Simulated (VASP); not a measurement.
# B in VASP: further runs

Runs on B. Level: PBE. Tasks: single point, relaxation of cell and atoms.

Everything below comes from runs of VASP 6.6.1. Logs are shortened: lines on timing, memory, paths and dates and some standing lists are left out, and cuts for length are marked.

## (1) The cell of the first run

The structure is monoclinic, space group C2/c (No. 15). Conventional cell: a = 5.278 Å, b = 3.225 Å, c = 3.168 Å, α = 90.00°, β = 90.59°, γ = 90.00°. Within 2.3 Å of B (site symmetry 1) lie 7 B at 1.71 to 2.18 Å.

## (2) Single point, PBE

INCAR reads:

```
SYSTEM = B
ALGO = Normal
EDIFF = 1E-7
ENCUT = 520
GGA = PE
ISIF = 2
ISMEAR = 0
LASPH = .True.
LCHARG = .False.
LREAL = .False.
LWAVE = .False.
NBANDS = 14
NELM = 100
PREC = Accurate
SIGMA = 0.01
```

KPOINTS reads:

```
k-points
0
Gamma
  14 14 12
  0 0 0
```

POSCAR reads:

```
B
1.0
    2.6388769855     -1.6125457234      0.0014766135
    2.6388769855      1.6125457234      0.0014766135
   -0.0343368029      0.0000000000      3.1679734066
B
4
Direct
    0.2164348769      0.4651133046      0.3175810500
    0.4651133046      0.2164348769      0.8175810500
    0.5348866954      0.7835651231      0.1824189500
    0.7835651231      0.5348866954      0.6824189500
```

Potentials or basis: VASP PAW PBE potentials, release 64 (B).

Run with:

```console
$ cat potpaw_PBE.64/B/POTCAR > POTCAR
$ mpirun -np 1 vasp_std > vasp.out
```

OUTCAR:

```text
SYSTEM = B
   EDIFF = 1E-7
   ENCUT = 520
   GGA = PE
   ISIF = 2
   ISMEAR = 0
   LASPH = .True.
   LREAL = .False.
   NELM = 100
   PREC = Accurate

 ion  position               nearest neighbor table
   1  0.216  0.465  0.318-   4 1.71   3 1.74   2 1.78   2 1.78   3 1.92   3 1.92
   2  0.465  0.216  0.818-   3 1.71   4 1.74   1 1.78   1 1.78   4 1.92   4 1.92
   3  0.535  0.784  0.182-   2 1.71   1 1.74   4 1.78   4 1.78   1 1.92   1 1.92
   4  0.784  0.535  0.682-   1 1.71   2 1.74   3 1.78   3 1.78   2 1.92   2 1.92

  LATTYP: Found a base centered monoclinic cell.
 ALAT       =     5.2777547973
 B/A-ratio  =     0.6110726191
 C/A-ratio  =     0.6002854635
 COS(beta)  =    -0.0102785616

  Lattice vectors:

 A1 = (   2.6388769855,  -1.6125457234,   0.0014766135)
 A2 = (   2.6388769855,   1.6125457234,   0.0014766135)
 A3 = (  -0.0343368029,   0.0000000000,   3.1679734066)

Analysis of symmetry for initial positions (statically):
=====================================================================
 Subroutine PRICEL returns:
 Original cell was already a primitive cell.

 Routine SETGRP: Setting up the symmetry group for a
 base centered monoclinic supercell.

 Subroutine GETGRP returns: Found  4 space group operations
 (whereof  2 operations were pure point group operations)
 out of a pool of  4 trial point group operations.

The static configuration has the point symmetry S_2 .
 The point group associated with its full space group is C_2h.

Analysis of symmetry for dynamics (positions and initial velocities):
=====================================================================
 Subroutine PRICEL returns:
 Original cell was already a primitive cell.

 Routine SETGRP: Setting up the symmetry group for a
 base centered monoclinic supercell.

 Subroutine GETGRP returns: Found  4 space group operations
 (whereof  2 operations were pure point group operations)
 out of a pool of  4 trial point group operations.

The dynamic configuration has the point symmetry S_2 .
 The point group associated with its full space group is C_2h.

 Subroutine INISYM returns: Found  4 space group operations
 (whereof  2 operations are pure point group operations),
 and found     1 'primitive' translations

----------------------------------------------------------------------------------------

                                     Primitive cell

  volume of cell :      26.9616

[... 105 lines left out ...]
   EMIN   =  10.00;   EMAX   =-10.00  energy-range for DOS
   EFERMI =   0.00;   METHOD = LEGACY
   ISMEAR =     0;   SIGMA  =   0.01  broadening in eV -4-tet -1-fermi 0-gaus
   EFERMI_NEDOS =   21; number of points for ismear=-14 and -15
   IALGO  =     38    algorithm
   IMIX   =      4    mixing-type and parameters
     AMIX     =   0.40;   BMIX     =  1.00
     AMIX_MAG =   1.60;   BMIX_MAG =  1.00
  volume/ion in A,a.u.               =       6.74        45.49
  Fermi-wavevector in a.u.,A,eV,Ry     =   1.249933  2.362031 21.256831  1.562333
  Thomas-Fermi vector in A             =   2.383951
   LORBIT       =      0    0 simple, 1 ext, 2 COOP (PROOUT), +10 PAW based schemes
   GGA     = PE    functional components
   LHFCALC =     F    Hartree Fock is set to
   AEXX    =    0.0000 exact exchange contribution
   IVDW    =     0    specifies the selected vdW correction
   LEPSILON=     F    determine dielectric tensor
   LRPA    =     F    only Hartree local field effects (RPA)
 non-spin polarized calculation
 Gauss-broadening in eV      SIGMA  =   0.01
  energy-cutoff  :      520.00
  volume of cell :       26.96
 maximum number of plane-waves:       740
   NGX = 11   NGY = 11   NGZ = 11

 number of electron      12.0000000 magnetization

 Free energy of the ion-electron system (eV)
  ---------------------------------------------------
  ext. energy  EPLUGINS =         0.00000000
  ---------------------------------------------------
  free energy    TOTEN  =       -25.91192679 eV

  energy without entropy =      -25.91192679  energy(sigma->0) =      -25.91192679

 E-fermi :   7.9333     XC(G=0): -12.0633

 val. band max:        7.8651459169   @ k =  -0.2857   0.2857   0.0000
 cond. band min:       7.9734095997   @ k =   0.0714  -0.0000   0.0000
 fundamental gap:      0.1082636829
 Fermi energy:         7.9332821033

 k-point     1 :       0.0000    0.0000    0.0000
  band No.  band energies     occupation
      1      -9.2004      2.00000
      2       0.1580      2.00000
      3       3.2281      2.00000
      4       3.8328      2.00000
      5       4.6626      2.00000
      6       4.9597      2.00000
      7       8.0089      0.00000
      8      11.3819      0.00000
      9      12.1919      0.00000
     10      14.8210      0.00000
     11      15.9703      0.00000
     12      16.5470      0.00000
     13      18.1394      0.00000
     14      18.4533      0.00000
[... 377 lines left out ...]
      1      -8.2311      2.00000
      2      -0.4414      2.00000
      3       0.7921      2.00000
      4       2.0886      2.00000
      5       4.1672      2.00000
      6       6.3098      2.00000
      7       8.6722      0.00000
      8      11.7022      0.00000
      9      12.6569      0.00000
     10      15.0741      0.00000
     11      15.8670      0.00000
     12      16.9565      0.00000
     13      18.5636      0.00000
     14      20.3759      0.00000

 [... further k-points ...]

------------------------ aborting loop because EDIFF is reached ----------------------------------------

  FORCE on cell =-STRESS in cart. coord.  units (eV):
  Direction    XX          YY          ZZ          XY          YZ          ZX
  --------------------------------------------------------------------------------------
  -------------------------------------------------------------------------------------
  Total       -0.0031026     -0.0028388     -0.0005403      0.0000000      0.0000000     -0.0103983
  in kB       -0.1843717     -0.1686918     -0.0321094      0.0000000      0.0000000     -0.6179111
  external PRESSURE =      -0.1283910 kB  Pullay stress =       0.0000000 kB

 VOLUME and BASIS-vectors are now :
 -----------------------------------------------------------------------------
  energy-cutoff  :      520.00
  volume of cell :       26.96
      direct lattice vectors                 reciprocal lattice vectors
     2.638876986 -1.612545723  0.001476614     0.189473390 -0.310068727  0.002053651
     2.638876986  1.612545723  0.001476614     0.189473390  0.310068727  0.002053651
    -0.034336803  0.000000000  3.167973407    -0.000176630  0.000000000  0.315657301

 POSITION                                       TOTAL-FORCE (eV/Angst)
 -----------------------------------------------------------------------------------
      1.78762      0.40101      1.00709        -0.001581     -0.000886     -0.000294
      1.77045     -0.40101      2.59108        -0.001581      0.000886     -0.000294
      3.47297      0.40101      0.57985         0.001581     -0.000886      0.000294
      3.45580     -0.40101      2.16383         0.001581      0.000886      0.000294
 -----------------------------------------------------------------------------------
    total drift:                               -0.000000     -0.000000     -0.000000

  FREE ENERGIE OF THE ION-ELECTRON SYSTEM (eV)
  ---------------------------------------------------
  free  energy   TOTEN  =       -25.9119267927 eV

  energy  without entropy=      -25.9119267927  energy(sigma->0) =      -25.91192679
```

stdout:

```text
POSCAR found type information on POSCAR B
 POSCAR found :  1 types and       4 ions
 scaLAPACK will be used
 LDA part: xc-table for (Slater+PW92), standard interpolation
 POSCAR, INCAR and KPOINTS ok, starting setup
 FFT: planning ... GRIDC
 FFT: planning ... GRID_SOFT
 FFT: planning ... GRID
 WAVECAR not read
 entering main loop
```

It took 70 s on 1 thread of Intel Xeon Platinum 8488C (Sapphire Rapids), shared host; peak memory 0.27 GiB.

Results:

| Quantity | Value |
| --- | --- |
| Free energy | -25.9119 eV |
| Pressure | 0.0 GPa |
| Band gap on the k mesh | zero (band 6 reaches 8.03 eV, above the bottom of band 7 at 7.71 eV) |

Stress tensor (GPa, compression positive):
```
-0.02  0.00 -0.06
 0.00 -0.02  0.00
-0.06  0.00  0.00
```

Levels at points of the mesh, in eV from the Fermi level:
```csv
k point,band 2,band 3,band 4,band 5,band 6,band 7,band 8,band 9,band 10,band 11
"(0.00, 0.00, 0.00)",-7.78,-4.71,-4.10,-3.27,-2.97,0.08,3.45,4.26,6.89,8.04
"(0.50, 0.00, 0.00)",-12.56,-6.79,-4.92,-4.21,-1.99,0.59,1.69,6.44,6.84,7.98
"(0.50, 0.50, 0.00)",-12.42,-6.69,-5.24,-4.85,-3.47,1.32,3.05,5.34,8.85,9.03
"(0.00, 0.00, 0.50)",-14.29,-3.69,-3.69,-1.13,-1.13,2.06,2.06,5.34,5.34,6.03
"(0.50, 0.00, 0.50)",-11.32,-9.80,-9.52,-4.48,-3.47,1.96,2.88,9.88,10.17,11.05
"(0.50, 0.50, 0.50)",-11.07,-9.57,-9.57,-4.70,-4.70,1.84,1.84,10.18,10.18,12.15
```

## (3) Relaxation of cell and atoms, PBE

INCAR reads:

```
PREC = Accurate
ENCUT = 600
EDIFF = 1E-6
ISMEAR = 0
SIGMA = 0.01
LREAL = False
LASPH = True
NELM = 100
ALGO = Normal
ISIF = 3
LWAVE = False
LCHARG = False
GGA = PE
IBRION = 2
NSW = 100
EDIFFG = -0.01
```

KPOINTS reads:

```
regular mesh
0
Gamma
  14 14 12
```

POSCAR reads:

```
B
1.0
    2.6350954828     -1.6134494097      0.0000000000
    2.6350954828      1.6134494097      0.0000000000
   -0.0360617909      0.0000000000      3.1706847039
B
4
Direct
    0.2172912910      0.4645434357      0.3183949999
    0.4645434357      0.2172912910      0.8183949999
    0.5354565643      0.7827087090      0.1816050001
    0.7827087090      0.5354565643      0.6816050001
```

Potentials or basis: VASP PAW PBE potentials, release 64 (B).

Run with:

```console
$ cat potpaw_PBE.64/B/POTCAR > POTCAR
$ mpirun -np 1 vasp_std > vasp.out
```

Wall time 4 min (1 thread of Intel Xeon Platinum 8488C (Sapphire Rapids), shared host); peak memory 0.29 GiB.

The run converged. Its results:

```
Free energy                            : -25.9160 eV
Relaxed volume                         : 6.74 Å³/atom
Relaxed cell                           : a = 3.092 Å, b = 3.092 Å, c = 3.168 Å, α = 90.54°, β = 90.54°, γ = 62.85°
Space group after relaxing (to 0.05 Å) : C2/c (No. 15)
Energy gained by relaxing              : 0.0 meV/atom
Ionic steps                            : 6
Pressure after relaxing                : 0.0 GPa
Largest force after relaxing           : 0.006 eV/Å
Band gap on the k mesh                 : zero (band 6 reaches 8.04 eV, above the bottom of band 7 at 7.72 eV)
```

Forces in eV/Å, atoms in the order of the input:
```
B   -0.001  0.005 -0.002
B   -0.001 -0.005 -0.002
B    0.001  0.005  0.002
B    0.001 -0.005  0.002
```

Stress tensor (GPa, compression positive):
```
-0.06  0.00  0.03
 0.00  0.09  0.00
 0.03  0.00  0.04
```

The path:
| step | energy change (eV) | largest force (eV/Å) | pressure (GPa) | volume (Å³) |
| --- | --- | --- | --- | --- |
| 1 | 0.0000 | 0.0255 | -0.01 | 26.96 |
| 2 | 0.0000 | 0.0387 | -0.05 | 26.96 |
| 3 | -0.0001 | 0.0177 | -0.03 | 26.96 |
| 4 | -0.0001 | 0.0108 | 0.00 | 26.96 |
| 5 | -0.0001 | 0.0127 | 0.01 | 26.95 |
| 6 | -0.0002 | 0.0055 | 0.03 | 26.95 |

Final structure:
```
B
1.0
     2.63835   -1.61217    0.00047
     2.63835    1.61217    0.00047
    -0.03555    0.00000    3.16813
B
4
Direct
  0.21676 0.46486 0.31789
  0.46486 0.21676 0.81790
  0.53514 0.78324 0.18210
  0.78324 0.53514 0.68210
```

Levels at points of the mesh, in eV from the Fermi level:
```csv
k point,band 2,band 3,band 4,band 5,band 6,band 7,band 8,band 9,band 10
"(0.00, 0.00, 0.00)",-7.76,-4.70,-4.10,-3.24,-2.96,0.10,3.47,4.29,6.92
"(0.50, 0.00, 0.00)",-12.54,-6.78,-4.92,-4.21,-1.97,0.61,1.72,6.45,6.86
"(0.50, 0.50, 0.00)",-12.41,-6.68,-5.21,-4.85,-3.47,1.36,3.06,5.37,8.85
"(0.00, 0.00, 0.50)",-14.28,-3.68,-3.68,-1.10,-1.10,2.08,2.08,5.36,5.36
"(0.50, 0.00, 0.50)",-11.31,-9.79,-9.51,-4.47,-3.44,1.97,2.88,9.90,10.19
"(0.50, 0.50, 0.50)",-11.05,-9.56,-9.56,-4.68,-4.68,1.86,1.86,10.21,10.21
```

## (4) Single point, PBE

This run uses another cell than the first one, of the same volume but with other edges.

INCAR reads:

```
SYSTEM = B
PREC = Accurate
ENCUT = 520
EDIFF = 1E-6
ISMEAR = 0
SIGMA = 0.1
LREAL = .FALSE.
LASPH = .TRUE.
NELM = 100
ALGO = Normal
ISIF = 2
LWAVE = .FALSE.
LCHARG = .FALSE.
GGA = PE
NBANDS = 14
```

KPOINTS reads:

```
Automatic mesh
0
G
  6 6 6
  0 0 0
```

POSCAR reads:

```
B
1.0
    3.0339889375      0.5721961510     -0.1101590172
    1.1401248541      3.0126496905     -0.1921799939
    0.1164367978      0.1577293257      3.1648231982
B
4
Direct
    0.6220145151      0.8569190785      0.4867277169
    0.6218376927      0.1043397591      0.9867702872
    0.2584778298      0.5386210372      0.6235177168
    0.2583180717      0.7860329401      0.1235405197
```

Run with:

```console
$ cat potpaw_PBE.64/B/POTCAR > POTCAR
$ mpirun -np 1 vasp_std > vasp.out
```

Wall time 13 s (1 thread of Intel Xeon Platinum 8488C (Sapphire Rapids), shared host); peak memory 0.15 GiB.

Results (log left out):

- Free energy: -25.9164 eV
- Pressure: 0.0 GPa
- Largest force: 0.004 eV/Å
- Band gap on the k mesh: 0.13 eV, indirect (least direct gap 1.15 eV)

Forces on the atoms (eV/Å):
```
B   -0.003 -0.001  0.002
B   -0.001  0.000  0.002
B    0.001 -0.001 -0.003
B    0.003  0.001 -0.001
```

Stress tensor (GPa, compression positive):
```
-0.01  0.03  0.07
 0.03 -0.08 -0.02
 0.07 -0.02  0.19
```

Levels at points of the mesh, in eV from the valence-band top:
```csv
k point,band 4,band 5,band 6,band 7,band 8,band 9
"(0.00, 0.00, 0.00)",-4.10,-3.18,-2.93,0.13,3.57,4.34
"(0.50, 0.00, 0.00)",-5.16,-4.82,-3.45,1.41,3.10,5.39
"(0.00, 0.50, 0.00)",-4.88,-4.19,-1.90,0.64,1.76,6.49
"(0.50, 0.50, 0.00)",-4.88,-4.19,-1.91,0.64,1.77,6.50
"(0.00, 0.00, 0.50)",-3.64,-1.05,-1.04,2.10,2.10,5.43
"(0.50, 0.00, 0.50)",-9.52,-4.65,-4.65,1.87,1.88,10.26
"(0.00, 0.50, 0.50)",-9.46,-4.42,-3.38,2.01,2.94,9.94
"(0.50, 0.50, 0.50)",-9.46,-4.42,-3.38,2.01,2.94,9.94
```

A k mesh can miss the band edges.

## (5) The runs side by side

```tsv
task	cell	k mesh	cutoff (eV)	smearing	gap on the mesh (eV)	pressure (GPa)
single point	a = 3.093, b = 3.093, c = 3.168 Å, angles 90.5, 90.5, 62.9°, 4 atoms	14 × 14 × 12	520	gaussian 0.01 eV	none	0.0
relaxation of cell and atoms	relaxed from a = 3.090, b = 3.090, c = 3.171 Å, angles 90.6, 90.6, 63.0°, 4 atoms	14 × 14 × 12	600	gaussian 0.01 eV	none	0.0
single point	a = 3.089, b = 3.227, c = 3.171 Å, angles 90.0, 89.4, 58.5°, 4 atoms	6 × 6 × 6	520	gaussian 0.1 eV	0.13	0.0
```

Alike in all rows: level PBE; potentials or basis VASP PAW PBE potentials, release 64 (B); no spin polarisation.

Absolute energies hang on the potentials; compare differences alone.
